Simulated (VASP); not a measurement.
# LiF (Fmmm) in VASP: single point with PBE

Aim: the single point of LiF with PBE.

Program: VASP 6.6.1. These are calculated values, not measurements. Logs are shortened: lines on timing, memory, paths and dates and some standing lists are left out, and cuts for length are marked.

## 1. The cell of the first run

Symmetry: Fmmm, No. 69, orthorhombic system. Conventional cell: a = 5.236 Å, b = 5.362 Å, c = 5.527 Å, α = 90.00°, β = 90.00°, γ = 90.00°. Li (site symmetry 222) has 8 F at 2.11 to 2.61 Å and 6 Li at 2.62 to 2.76 Å within 2.8 Å. F (site symmetry 2mm) has 1 F at 0.91 Å within 1.2 Å.

## 2. Single point, PBE

The input, INCAR:

```
SYSTEM = LiF
PREC     = Accurate       ! precision mode
ENCUT    = 750            ! plane-wave cutoff, eV
EDIFF    = 1E-6           ! SCF threshold, eV
ISMEAR   = 0              ! smearing method
SIGMA    = 0.1            ! smearing width, eV
LREAL    = .False.        ! projectors in reciprocal space
LASPH    = .True.         ! aspherical terms in the spheres
NELM     = 120            ! most SCF steps
ALGO     = Normal         ! electronic algorithm
ISIF     = 2              ! what is computed and relaxed
LWAVE    = .False.        ! write WAVECAR
LCHARG   = .True.         ! write CHGCAR
GGA      = PE             ! functional
LELF     = .True.         ! ELF
LVHAR    = .True.       
NBANDS   = 18             ! bands
GGA_COMPAT= .False.
```

The input, KPOINTS:

```
Automatic mesh
0
Gamma
  6 6 6
  0 0 0
```

The input, POSCAR:

```
LiF
1.0
    0.0000000000      2.6812178100      2.7635266100
    2.6178993700      0.0000000000      2.7635266100
    2.6178993700      2.6812178100      0.0000000000
Li F
2 2
Direct
    0.2500000000      0.2500000000      0.2500000000
    0.7500000000      0.7500000000      0.7500000000
    0.4133520700      0.5866479300      0.5866479300
    0.5866479300      0.4133520700      0.4133520700
```

Potentials or basis: VASP PAW PBE potentials, release 64 (Li_sv, F).

Run with:

```sh
cat potpaw_PBE.64/Li_sv/POTCAR potpaw_PBE.64/F/POTCAR > POTCAR
mpirun -np 1 vasp_std > vasp.out
```

OUTCAR:

```text
SYSTEM = LiF
   PREC = Accurate
   ENCUT = 750
   EDIFF = 1E-6
   ISMEAR = 0
   LREAL = .False.
   LASPH = .True.
   NELM = 120
   ISIF = 2
   GGA = PE

 ion  position               nearest neighbor table
   1  0.250  0.250  0.250-   4 2.11   3 2.11   3 2.11   4 2.11
   2  0.750  0.750  0.750-   3 2.11   4 2.11   4 2.11   3 2.11
   3  0.413  0.587  0.587-   4 0.91   1 2.11   2 2.11   1 2.11   2 2.11
   4  0.587  0.413  0.413-   3 0.91   1 2.11   1 2.11   2 2.11   2 2.11

 -----------------------------------------------------------------------------
|                                                                             |
|           W    W    AA    RRRRR   N    N  II  N    N   GGGG   !!!           |
|           W    W   A  A   R    R  NN   N  II  NN   N  G    G  !!!           |
|           W    W  A    A  R    R  N N  N  II  N N  N  G       !!!           |
|           W WW W  AAAAAA  RRRRR   N  N N  II  N  N N  G  GGG   !            |
|           WW  WW  A    A  R   R   N   NN  II  N   NN  G    G                |
|           W    W  A    A  R    R  N    N  II  N    N   GGGG   !!!           |
|                                                                             |
|     The distance between some ions is very small. Please check the          |
|     nearest-neighbor list in the OUTCAR file.                               |
|     I HOPE YOU KNOW WHAT YOU ARE DOING!                                     |
|                                                                             |
 -----------------------------------------------------------------------------

  LATTYP: Found a face centered orthorhombic cell.
 ALAT       =     5.2357987400
 B/A-ratio  =     1.0241867356
 C/A-ratio  =     1.0556275163

  Lattice vectors:

 A1 = (   0.0000000000,   2.6812178100,   2.7635266100)
 A2 = (   2.6178993700,   0.0000000000,   2.7635266100)
 A3 = (   2.6178993700,   2.6812178100,   0.0000000000)

Analysis of symmetry for initial positions (statically):
=====================================================================
 Subroutine PRICEL returns:
 Original cell was already a primitive cell.

 Routine SETGRP: Setting up the symmetry group for a
 face centered orthorhombic supercell.

 Subroutine GETGRP returns: Found  8 space group operations
 (whereof  8 operations were pure point group operations)
 out of a pool of  8 trial point group operations.

The static configuration has the point symmetry D_2h.

Analysis of symmetry for dynamics (positions and initial velocities):
=====================================================================
 Subroutine PRICEL returns:
 Original cell was already a primitive cell.

 Routine SETGRP: Setting up the symmetry group for a
 face centered orthorhombic supercell.

 Subroutine GETGRP returns: Found  8 space group operations
 (whereof  8 operations were pure point group operations)
 out of a pool of  8 trial point group operations.

The dynamic configuration has the point symmetry D_2h.

 Subroutine INISYM returns: Found  8 space group operations
 (whereof  8 operations are pure point group operations),
 and found     1 'primitive' translations

----------------------------------------------------------------------------------------

                                     Primitive cell

  volume of cell :      38.7953

  direct lattice vectors                    reciprocal lattice vectors
     0.000000000  2.681217810  2.763526610    -0.190992826  0.186482425  0.180928238
     2.617899370  0.000000000  2.763526610     0.190992826 -0.186482425  0.180928238
     2.617899370  2.681217810  0.000000000     0.190992826  0.186482425 -0.180928238

  length of vectors
     3.850455592  3.806635842  3.747309175     0.322473227  0.322473227  0.322473227

  position of ions in fractional coordinates (direct lattice)
     0.250000000  0.250000000  0.250000000
     0.750000000  0.750000000  0.750000000
     0.413352070  0.586647930  0.586647930
     0.586647930  0.413352070  0.413352070

  ion indices of the primitive-cell ions
   primitive index   ion index
                 1           1
                 2           2
                 3           3
                 4           4

----------------------------------------------------------------------------------------

 KPOINTS: Automatic mesh

Automatic generation of k-mesh.
 Grid dimensions read from file:
 generate k-points for:    6    6    6

 Generating k-lattice:

  Cartesian coordinates                     Fractional coordinates (reciprocal lattice)
    -0.031832138  0.031080404  0.030154706     0.166666667 -0.000000000 -0.000000000
     0.031832138 -0.031080404  0.030154706     0.000000000  0.166666667  0.000000000
     0.031832138  0.031080404 -0.030154706     0.000000000  0.000000000  0.166666667

  Length of vectors
     0.053745538  0.053745538  0.053745538

  Shift w.r.t. Gamma in fractional coordinates (k-lattice)
     0.000000000  0.000000000  0.000000000

 Subroutine IBZKPT returns following result:
 ===========================================

 Found     46 irreducible k-points:

 Following reciprocal coordinates:
            Coordinates               Weight
  0.000000  0.000000  0.000000      1.000000
  0.166667 -0.000000  0.000000      8.000000
  0.333333 -0.000000 -0.000000      8.000000
  0.500000  0.000000  0.000000      4.000000
  0.166667  0.166667  0.000000      2.000000
  0.333333  0.166667 -0.000000      8.000000
[... 16 lines left out ...]
 -0.166667  0.166667  0.166667      8.000000
  0.500000  0.333333  0.166667      4.000000
 [... further k-points ...]
   k-points           NKPTS =     46   k-points in BZ     NKDIM =     46   number of bands    NBANDS=     18
   number of dos      NEDOS =    301   number of ions     NIONS =      4
   total plane-waves  NPLWV =  46656
   dimension x,y,z NGX =    36 NGY =   36 NGZ =   36
   dimension x,y,z NGXF=    72 NGYF=   72 NGZF=   72
   ions per type =               2   2
   NGX,Y,Z   is equivalent  to a cutoff of  15.54, 15.72, 15.97 a.u.
   NGXF,Y,Z  is equivalent  to a cutoff of  31.09, 31.44, 31.94 a.u.
 SYSTEM =  LiF
   PREC   = accura    normal or accurate (medium, high low for compatibility)
   ISTART =      0    job   : 0-new  1-cont  2-samecut
   ICHARG =      2    charge: 1-file 2-atom 10-const
   ISPIN  =      1    spin polarized calculation?
   LNONCOLLINEAR =      F non collinear calculations
   LSORBIT =      F    spin-orbit coupling
   LASPH  =      T    aspherical Exc in radial PAW
   ENCUT  =  750.0 eV  55.12 Ry    7.42 a.u.   8.60  8.50  8.37*2*pi/ulx,y,z
   NELM   =    120;   NELMIN=  2; NELMDL= -5     # of ELM steps
   EDIFF  = 0.1E-05   stopping-criterion for ELM
   LREAL  =      F    real-space projection
[... 7 lines left out ...]
   TEBEG  =    0.0;   TEEND  =   0.0 temperature during run
   PSTRESS=    0.0 pullay stress
   NELECT =      20.0000    total number of electrons
   NUPDOWN=      -1.0000    fix difference up-down
   EMIN   =  10.00;   EMAX   =-10.00  energy-range for DOS
   EFERMI =   0.00;   METHOD = LEGACY
   ISMEAR =     0;   SIGMA  =   0.10  broadening in eV -4-tet -1-fermi 0-gaus
   EFERMI_NEDOS =   21; number of points for ismear=-14 and -15
   IALGO  =     38    algorithm
   IMIX   =      4    mixing-type and parameters
     AMIX     =   0.40;   BMIX     =  1.00
     AMIX_MAG =   1.60;   BMIX_MAG =  1.00
  volume/ion in A,a.u.               =       9.70        65.45
  Fermi-wavevector in a.u.,A,eV,Ry     =   1.312679  2.480604 23.444561  1.723127
  Thomas-Fermi vector in A             =   2.443055
   LORBIT       =      0    0 simple, 1 ext, 2 COOP (PROOUT), +10 PAW based schemes
   GGA     = PE    functional components
   LHFCALC =     F    Hartree Fock is set to
   AEXX    =    0.0000 exact exchange contribution
   IVDW    =     0    specifies the selected vdW correction
   LEPSILON=     F    determine dielectric tensor
   LRPA    =     F    only Hartree local field effects (RPA)
 non-spin polarized calculation
 Gauss-broadening in eV      SIGMA  =   0.10
  energy-cutoff  :      750.00
  volume of cell :       38.80
 maximum number of plane-waves:      1833
 NGX is ok and might be reduce to    36
   NGX = 17   NGY = 17   NGZ = 17

 number of electron      20.0000001 magnetization

 Free energy of the ion-electron system (eV)
  ---------------------------------------------------
  ext. energy  EPLUGINS =         0.00000000
  ---------------------------------------------------
  free energy    TOTEN  =        13.43135296 eV

  energy without entropy =       13.43135297  energy(sigma->0) =       13.43135296

 E-fermi :   6.1240     XC(G=0):  -9.5532

 val. band max:        5.7902092544   @ k =   0.5000   0.5000   0.0000
 cond. band min:       6.4867695243   @ k =   0.5000   0.1667   0.1667
 fundamental gap:      0.6965602698
 Fermi energy:         6.1240173855

 k-point     1 :       0.0000    0.0000    0.0000
  band No.  band energies     occupation
      1     -44.5982      2.00000
      2     -42.3680      2.00000
      3     -42.3158      2.00000
      4     -17.9689      2.00000
      5     -14.4880      2.00000
      6     -14.4482      2.00000
[... 10 lines left out ...]
     17      15.5556      0.00000
     18      17.2409      0.00000

 k-point     2 :       0.1667   -0.0000    0.0000
  band No.  band energies     occupation
      1     -44.5927      2.00000
      2     -42.3679      2.00000
      3     -42.3209      2.00000
      4     -18.0007      2.00000
      5     -14.5107      2.00000
      6     -14.4720      2.00000
[... 10 lines left out ...]
     17      17.2808      0.00000
     18      17.9285      0.00000

 k-point     3 :       0.3333   -0.0000   -0.0000
  band No.  band energies     occupation
      1     -44.5817      2.00000
      2     -42.3644      2.00000
      3     -42.3347      2.00000
      4     -18.0638      2.00000
      5     -14.5584      2.00000
      6     -14.5119      2.00000
[... 412 lines left out ...]
 k-point    23 :      -0.1667    0.1667    0.1667
  band No.  band energies     occupation
      1     -44.5813      2.00000
      2     -42.3646      2.00000
      3     -42.3346      2.00000
      4     -18.0797      2.00000
      5     -14.5611      2.00000
      6     -14.5318      2.00000
[... 10 lines left out ...]
     17      18.0481      0.00000
     18      19.8942      0.00000

 k-point    24 :       0.5000    0.3333    0.1667
  band No.  band energies     occupation
      1     -44.5748      2.00000
      2     -42.3686      2.00000
      3     -42.3372      2.00000
      4     -18.0854      2.00000
      5     -14.6065      2.00000
      6     -14.5170      2.00000
[... 10 lines left out ...]
     17      17.9999      0.00000
     18      19.0421      0.00000

 [... further k-points ...]
[... 5 lines left out ...]
  --------------------------------------------------------------------------------------
  -------------------------------------------------------------------------------------
  Total      114.0603983      4.9323975      4.7755056      0.0000000      0.0000000      0.0000000
  in kB     4710.4974804    203.6994990    197.2201341      0.0000000      0.0000000      0.0000000
  external PRESSURE =    1703.8057045 kB  Pullay stress =       0.0000000 kB

 VOLUME and BASIS-vectors are now :
 -----------------------------------------------------------------------------
  energy-cutoff  :      750.00
  volume of cell :       38.80
      direct lattice vectors                 reciprocal lattice vectors
     0.000000000  2.681217810  2.763526610    -0.190992826  0.186482425  0.180928238
     2.617899370  0.000000000  2.763526610     0.190992826 -0.186482425  0.180928238
     2.617899370  2.681217810  0.000000000     0.190992826  0.186482425 -0.180928238

 POSITION                                       TOTAL-FORCE (eV/Angst)
 -----------------------------------------------------------------------------------
      1.30895      1.34061      1.38176        -0.000000     -0.000000     -0.000000
      3.92685      4.02183      4.14529        -0.000000      0.000000      0.000000
      3.07157      2.68122      2.76353       116.954307     -0.000000      0.000000
      2.16423      2.68122      2.76353      -116.954307     -0.000000      0.000000
 -----------------------------------------------------------------------------------
    total drift:                                0.000000     -0.000000      0.000000

  FREE ENERGIE OF THE ION-ELECTRON SYSTEM (eV)
  ---------------------------------------------------
  free  energy   TOTEN  =        13.4313529600 eV

  energy  without entropy=       13.4313529679  energy(sigma->0) =       13.43135296
```

Wall time 39 s (1 thread of AMD EPYC 7R13 (Zen 3), shared host); peak memory 0.18 GiB.

Results:

```yaml
Free_energy: 13.4314 eV
Pressure: 170.4 GPa
Largest_force: 116.954 eV/Å
Band_gap_on_the_k_mesh: 0.70 eV, indirect (least direct gap 1.47 eV)
```

Forces in eV/Å, atoms in the order of the input:
```
Li     0.000    0.000    0.000
Li     0.000    0.000    0.000
F    116.954    0.000    0.000
F   -116.954    0.000    0.000
```

Stress tensor (GPa, compression positive):
```
471.05   0.00   0.00
  0.00  20.37   0.00
  0.00   0.00  19.72
```

Caveat: the standard files for N, O and F lose accuracy on very short bonds; forces of over 1 eV/Å act on the atoms, so gaps and moduli don't describe the material at rest.
